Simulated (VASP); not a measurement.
# SnO in VASP: a series of runs

Aim: see how the results for SnO move with the level of theory and the settings. Levels: r2SCAN, PBE+D3(BJ). Tasks: single point.

Program: VASP 6.6.1. These are calculated values, not measurements. Logs are shortened: lines on timing, memory, paths and dates and some standing lists are left out, and cuts for length are marked.

**1. The cell of the first run**

The cell holds a slab with vacuum, 4 atoms: a = 3.821 Å, b = 3.821 Å, c = 30.635 Å, α = 90.00°, β = 90.00°, γ = 90.00°.

**2. Single point, r2SCAN**

Contents of POSCAR:

```
SnO
1.0
    3.8205591358     -0.0000144305      0.0000000000
    0.0000145020      3.8205591358      0.0000000000
    0.0000000000      0.0000000000     30.6349243850
Sn O
2 2
Direct
    0.7499972365      0.2500027635      0.4614157227
    0.2499972364      0.7500027635      0.5385842773
    0.2499972364      0.2500027636      0.5000000000
    0.7499972365      0.7500027636      0.5000000000
```

Contents of INCAR.step1:

```
SYSTEM = SnO
ALGO = Normal
DIPOL = 0.5 0.5 0.500
EDIFF = 1E-4
ENCUT = 520
GGA = PE
IDIPOL = 3
ISMEAR = 0
LASPH = .TRUE.
LCHARG = .FALSE.
LDIPOL = .TRUE.
LREAL = .FALSE.
LWAVE = .TRUE.
NBANDS = 28
NELM = 60
PREC = Accurate
SIGMA = 0.02
```

Contents of INCAR.step2:

```
SYSTEM = SnO
ALGO = Normal
DIPOL = 0.5 0.5 0.500
EDIFF = 1E-7
ENCUT = 520
IDIPOL = 3
ISIF = 2
ISMEAR = 0
ISTART = 1
LASPH = .TRUE.
LCHARG = .TRUE.
LDIPOL = .TRUE.
LELF = .TRUE.
LMIXTAU = .TRUE.
LREAL = .FALSE.
LVACPOTAV = .TRUE.
LVHAR = .TRUE.
LWAVE = .FALSE.
METAGGA = R2SCAN
NBANDS = 28
NELM = 60
PREC = Accurate
SIGMA = 0.02
```

Contents of KPOINTS:

```
k-points
0
G
  6 6 1
  0 0 0
```

Potentials or basis: VASP PAW PBE potentials, release 64 (Sn_d, O).

Started as:

```sh
cat potpaw_PBE.64/Sn_d/POTCAR potpaw_PBE.64/O/POTCAR > POTCAR
cp INCAR.step1 INCAR
mpirun -np 1 vasp_std > vasp.out
cp INCAR.step2 INCAR
mpirun -np 1 vasp_std > vasp.out
```

OUTCAR:

```text
SYSTEM = SnO
   EDIFF = 1E-7
   ENCUT = 520
   ISIF = 2
   ISMEAR = 0
   ISTART = 1
   LASPH = .TRUE.
   LREAL = .FALSE.
   METAGGA = R2SCAN
   NELM = 60
   PREC = Accurate

 ion  position               nearest neighbor table
   1  0.750  0.250  0.461-   3 2.25   4 2.25   3 2.25   4 2.25   2 3.59   2 3.59   2 3.59   2 3.59

   2  0.250  0.750  0.539-   4 2.25   3 2.25   4 2.25   3 2.25   1 3.59   1 3.59   1 3.59   1 3.59

   3  0.250  0.250  0.500-   1 2.25   2 2.25   1 2.25   2 2.25
   4  0.750  0.750  0.500-   2 2.25   1 2.25   2 2.25   1 2.25

  LATTYP: Found a simple tetragonal cell.
 ALAT       =     3.8205591358
 C/A-ratio  =     8.0184400492

  Lattice vectors:

 A1 = (   3.8205591358,  -0.0000144305,   0.0000000000)
 A2 = (   0.0000145020,   3.8205591358,   0.0000000000)
 A3 = (   0.0000000000,   0.0000000000,  30.6349243850)

Analysis of symmetry for initial positions (statically):
=====================================================================
 Subroutine PRICEL returns:
 Original cell was already a primitive cell.

 Routine SETGRP: Setting up the symmetry group for a
 simple tetragonal supercell.

 Subroutine GETGRP returns: Found 16 space group operations
 (whereof  2 operations were pure point group operations)
 out of a pool of 16 trial point group operations.

The static configuration has the point symmetry C_1h.
 The point group associated with its full space group is D_4h.

Analysis of symmetry for dynamics (positions and initial velocities):
=====================================================================
 Subroutine PRICEL returns:
 Original cell was already a primitive cell.

 Routine SETGRP: Setting up the symmetry group for a
 simple tetragonal supercell.

 Subroutine GETGRP returns: Found 16 space group operations
 (whereof  2 operations were pure point group operations)
 out of a pool of 16 trial point group operations.

The dynamic configuration has the point symmetry C_1h.
 The point group associated with its full space group is D_4h.

 Subroutine INISYM returns: Found 16 space group operations
 (whereof  2 operations are pure point group operations),
 and found     1 'primitive' translations

----------------------------------------------------------------------------------------

                                     Primitive cell

  volume of cell :     447.1679

  direct lattice vectors                    reciprocal lattice vectors
     3.820559136 -0.000014431  0.000000000     0.261741793 -0.000000994  0.000000000
     0.000014502  3.820559136  0.000000000     0.000000989  0.261741793  0.000000000
     0.000000000  0.000000000 30.634924385     0.000000000  0.000000000  0.032642483

  length of vectors
     3.820559136  3.820559136 30.634924385     0.261741793  0.261741793  0.032642483

  position of ions in fractional coordinates (direct lattice)
     0.749997237  0.250002763  0.461415723
     0.249997236  0.750002763  0.538584277
     0.249997236  0.250002764  0.500000000
     0.749997237  0.750002764  0.500000000

  ion indices of the primitive-cell ions
   primitive index   ion index
                 1           1
                 2           2
                 3           3
                 4           4

----------------------------------------------------------------------------------------

 KPOINTS: k-points

Automatic generation of k-mesh.
 Grid dimensions read from file:
 generate k-points for:    6    6    1

 Generating k-lattice:

  Cartesian coordinates                     Fractional coordinates (reciprocal lattice)
     0.043623632 -0.000000166  0.000000000     0.166666667  0.000000000  0.000000000
     0.000000165  0.043623632  0.000000000     0.000000000  0.166666667  0.000000000
     0.000000000  0.000000000  0.032642483     0.000000000  0.000000000  1.000000000

  Length of vectors
     0.043623632  0.043623632  0.032642483

  Shift w.r.t. Gamma in fractional coordinates (k-lattice)
     0.000000000  0.000000000  0.000000000

 Subroutine IBZKPT returns following result:
 ===========================================

 Found     10 irreducible k-points:

 Following reciprocal coordinates:
            Coordinates               Weight
  0.000000  0.000000  0.000000      1.000000
  0.166667  0.000000  0.000000      4.000000
  0.333333  0.000000  0.000000      4.000000
  0.500000  0.000000  0.000000      2.000000
  0.166667  0.166667  0.000000      4.000000
  0.333333  0.166667  0.000000      8.000000
  0.500000  0.166667  0.000000      4.000000
  0.333333  0.333333  0.000000      4.000000
  0.500000  0.333333  0.000000      4.000000
  0.500000  0.500000  0.000000      1.000000
   k-points           NKPTS =     10   k-points in BZ     NKDIM =     10   number of bands    NBANDS=     28
   number of dos      NEDOS =    301   number of ions     NIONS =      4
   total plane-waves  NPLWV = 188160
   dimension x,y,z NGX =    28 NGY =   28 NGZ =  240
   dimension x,y,z NGXF=    56 NGYF=   56 NGZF=  480
   ions per type =               2   2
   NGX,Y,Z   is equivalent  to a cutoff of  12.18, 12.18, 13.02 a.u.
   NGXF,Y,Z  is equivalent  to a cutoff of  24.37, 24.37, 26.05 a.u.
 SYSTEM =  SnO
   PREC   = accura    normal or accurate (medium, high low for compatibility)
   ISTART =      1    job   : 0-new  1-cont  2-samecut
   ICHARG =      0    charge: 1-file 2-atom 10-const
   ISPIN  =      1    spin polarized calculation?
   LNONCOLLINEAR =      F non collinear calculations
   LSORBIT =      F    spin-orbit coupling
   LASPH  =      T    aspherical Exc in radial PAW
   ENCUT  =  520.0 eV  38.22 Ry    6.18 a.u.   7.10  7.10 56.96*2*pi/ulx,y,z
   NELM   =     60;   NELMIN=  2; NELMDL=  0     # of ELM steps
   EDIFF  = 0.1E-06   stopping-criterion for ELM
   LREAL  =      F    real-space projection
   EDIFFG = 0.1E-05   stopping-criterion for IOM
   NSW    =      0    number of steps for IOM
   IBRION =     -1    ionic relax: 0-MD 1-quasi-New 2-CG
   NFREE  =      0    steps in history (QN), initial steepest desc. (CG)
   ISIF   =      2    stress and relaxation
   ISYM   =      2    0-nonsym 1-usesym 2-fastsym
   POTIM  = 0.5000    time-step for ionic-motion
   TEBEG  =    0.0;   TEEND  =   0.0 temperature during run
   PSTRESS=    0.0 pullay stress
   NELECT =      40.0000    total number of electrons
   NUPDOWN=      -1.0000    fix difference up-down
   EMIN   =  10.00;   EMAX   =-10.00  energy-range for DOS
   EFERMI =   0.00;   METHOD = LEGACY
   ISMEAR =     0;   SIGMA  =   0.02  broadening in eV -4-tet -1-fermi 0-gaus
   EFERMI_NEDOS =   21; number of points for ismear=-14 and -15
   IALGO  =     38    algorithm
   IMIX   =      4    mixing-type and parameters
     AMIX     =   0.40;   BMIX     =  1.00
     AMIX_MAG =   1.60;   BMIX_MAG =  1.00
  volume/ion in A,a.u.               =     111.79       754.41
  Fermi-wavevector in a.u.,A,eV,Ry     =   0.732158  1.383577  7.293469  0.536055
  Thomas-Fermi vector in A             =   1.824552
   LORBIT       =      0    0 simple, 1 ext, 2 COOP (PROOUT), +10 PAW based schemes
   METAGGA = R2SCAN    functional components
   LHFCALC =     F    Hartree Fock is set to
   AEXX    =    0.0000 exact exchange contribution
   IVDW    =     0    specifies the selected vdW correction
   LEPSILON=     F    determine dielectric tensor
   LRPA    =     F    only Hartree local field effects (RPA)
 non-spin polarized calculation
 Gauss-broadening in eV      SIGMA  =   0.02
  energy-cutoff  :      520.00
  volume of cell :      447.17
 maximum number of plane-waves:     12070
   NGX = 15   NGY = 15   NGZ =113

 number of electron      39.9999978 magnetization

 dipolmoment           0.000000      0.000000     -0.000000 electrons x Angstroem

 Free energy of the ion-electron system (eV)
  ---------------------------------------------------
  ext. energy  EPLUGINS =         0.00000000
  ---------------------------------------------------
  free energy    TOTEN  =       -66.68768357 eV

  energy without entropy =      -66.68768357  energy(sigma->0) =      -66.68768357

 E-fermi :  -3.7994     XC(G=0):  -2.0700

 val. band max:       -3.9160153671   @ k =   0.1667   0.1667   0.0000
 cond. band min:      -0.4656776964   @ k =   0.3333   0.3333   0.0000
 fundamental gap:      3.4503376707
 Fermi energy:        -3.7994293471

 k-point     1 :       0.0000    0.0000    0.0000
  band No.  band energies     occupation
      1     -25.1906      2.00000
      2     -24.7346      2.00000
      3     -24.6820      2.00000
      4     -24.6820      2.00000
      5     -24.6650      2.00000
      6     -24.6333      2.00000
[... 20 lines left out ...]
     27       2.1877      0.00000
     28       2.4525      0.00000

 k-point     2 :       0.1667    0.0000    0.0000
  band No.  band energies     occupation
      1     -25.1777      2.00000
      2     -24.7639      2.00000
      3     -24.7018      2.00000
      4     -24.6843      2.00000
      5     -24.6816      2.00000
      6     -24.6711      2.00000
[... 20 lines left out ...]
     27       2.5117      0.00000
     28       2.5875      0.00000

 k-point     3 :       0.3333    0.0000    0.0000
  band No.  band energies     occupation
      1     -25.1412      2.00000
      2     -24.9414      2.00000
      3     -24.6892      2.00000
      4     -24.6841      2.00000
      5     -24.6830      2.00000
      6     -24.6780      2.00000
[... 20 lines left out ...]
     27       3.0787      0.00000
     28       3.3897      0.00000

 k-point     4 :       0.5000    0.0000    0.0000
  band No.  band energies     occupation
      1     -25.0704      2.00000
      2     -25.0704      2.00000
      3     -24.6902      2.00000
      4     -24.6902      2.00000
      5     -24.6746      2.00000
      6     -24.6746      2.00000
[... 144 lines left out ...]
     27       4.1358      0.00000
     28       4.2544      0.00000

 k-point     9 :       0.5000    0.3333    0.0000
  band No.  band energies     occupation
      1     -25.1041      2.00000
      2     -25.1041      2.00000
      3     -24.6841      2.00000
      4     -24.6841      2.00000
      5     -24.6709      2.00000
      6     -24.6709      2.00000
[... 20 lines left out ...]
     27       4.1249      0.00000
     28       4.1249      0.00000

 k-point    10 :       0.5000    0.5000    0.0000
  band No.  band energies     occupation
      1     -25.1185      2.00000
      2     -25.1185      2.00000
      3     -24.6859      2.00000
      4     -24.6859      2.00000
      5     -24.6618      2.00000
      6     -24.6618      2.00000
[... 20 lines left out ...]
     27       4.2846      0.00000
     28       4.2846      0.00000

------------------------ aborting loop because EDIFF is reached ----------------------------------------

 vacuum level on the upper side and lower side of the slab       (xc-potential included)        -0.022        -0.022

  FORCE on cell =-STRESS in cart. coord.  units (eV):
  Direction    XX          YY          ZZ          XY          YZ          ZX
  --------------------------------------------------------------------------------------
  -------------------------------------------------------------------------------------
  Total       -1.2972143     -1.2972143     -0.9141108     -0.0000000     -0.0000000     -0.0000000
  in kB       -4.6478450     -4.6478450     -3.2752069     -0.0000001     -0.0000000     -0.0000000
  external PRESSURE =      -4.1902990 kB  Pullay stress =       0.0000000 kB

 VOLUME and BASIS-vectors are now :
 -----------------------------------------------------------------------------
  energy-cutoff  :      520.00
  volume of cell :      447.17
      direct lattice vectors                 reciprocal lattice vectors
     3.820559136 -0.000014431  0.000000000     0.261741793 -0.000000994  0.000000000
     0.000014502  3.820559136  0.000000000     0.000000989  0.261741793  0.000000000
     0.000000000  0.000000000 30.634924385     0.000000000  0.000000000  0.032642483

 POSITION                                       TOTAL-FORCE (eV/Angst)
 -----------------------------------------------------------------------------------
      2.86541      0.95514     14.13544         0.000000     -0.000000      0.351035
      0.95514      2.86543     16.49949        -0.000000      0.000000     -0.351035
      0.95513      0.95515     15.31746         0.000000     -0.000000      0.000000
      2.86542      2.86542     15.31746        -0.000000      0.000000      0.000000
 -----------------------------------------------------------------------------------
    total drift:                               -0.000000     -0.000000      0.000000

  FREE ENERGIE OF THE ION-ELECTRON SYSTEM (eV)
  ---------------------------------------------------
  free  energy   TOTEN  =       -66.6876835675 eV

  energy  without entropy=      -66.6876835675  energy(sigma->0) =      -66.68768357

 vacuum level on the upper side and lower side of the slab         1.798         1.798
```

Run time: 30 min. Hardware: 1 thread of Intel Xeon 8259CL, shared host; peak memory 0.56 GiB.

Results:

- Free energy: -66.6877 eV
- Largest force: 0.351 eV/Å
- Band gap on the k mesh: 3.45 eV (least direct gap 3.66 eV)
- Ionisation potential of the upper face: 5.71 eV

Forces on the atoms (eV/Å):
```
Sn   0.000  0.000  0.351
Sn   0.000  0.000 -0.351
O    0.000  0.000  0.000
O    0.000  0.000  0.000
```

Levels at points of the mesh, in eV from the valence-band top:
| k point | band 18 | band 19 | band 20 | band 21 | band 22 | band 23 |
| --- | --- | --- | --- | --- | --- | --- |
| (0.00, 0.00, 0.00) | -1.82 | -1.82 | -0.05 | 3.63 | 3.67 | 5.75 |
| (0.50, 0.00, 0.00) | -3.46 | -0.53 | -0.53 | 3.53 | 3.53 | 6.44 |
| (0.50, 0.50, 0.00) | -1.16 | -0.64 | -0.64 | 3.51 | 3.51 | 5.69 |

Caveat: the PAW data sets were made with another functional, which shifts forces and pressure a little; spin-orbit coupling is left out, which moves the levels of the heavy elements.

(Continued in part 2 of 2.)
